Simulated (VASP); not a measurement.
## Ag: single point with PBEsol

Crystal: Ag.

```
Ag
1.0
    -1.61271    1.61271    1.61271
     1.61271   -1.61271    1.61271
     1.61271    1.61271   -1.61271
Ag
1
Direct
  0.00000 0.00000 0.00000
```

This isn't the form of Ag at room conditions, which is fcc.

| Property | Result |
| --- | --- |
| Program | VASP 6.6.1 |
| Task | single point |
| Functional | PBEsol |
| Potentials or basis | VASP PAW PBE potentials, release 64 (Ag) |
| Cutoff | 520 eV |
| k mesh | 18 × 18 × 18 |
| Occupations | fermi-dirac, width 0.08 eV |
| Spin | no spin polarisation |

```json
{
  "Pressure": "-0.2 GPa",
  "Band gap on the k mesh": "zero (an odd number of electrons rules out a gap without spin polarisation)"
}
```

Levels at points of the mesh, in eV from the Fermi level:
```csv
k point,band 2,band 3,band 4,band 5,band 6,band 7,band 8,band 9,band 10,band 11
"(0.00, 0.00, 0.00)",-4.96,-4.96,-4.96,-3.57,-3.57,17.99,17.99,17.99,24.54,24.54
"(0.50, 0.00, 0.00)",-5.77,-3.63,-3.44,-2.52,-0.18,4.24,13.36,14.59,20.21,21.47
"(0.50, 0.50, 0.50)",-6.46,-2.78,-2.78,-2.78,6.89,6.89,6.89,13.04,13.69,13.69
```

Wall time 20 s on 1 thread of Intel(R) Xeon(R) Platinum 8488C (Sapphire Rapids), with other jobs on the host, peak memory 0.16 GiB.

Caveat: the PAW data sets were made with another functional, which shifts forces and pressure a little.
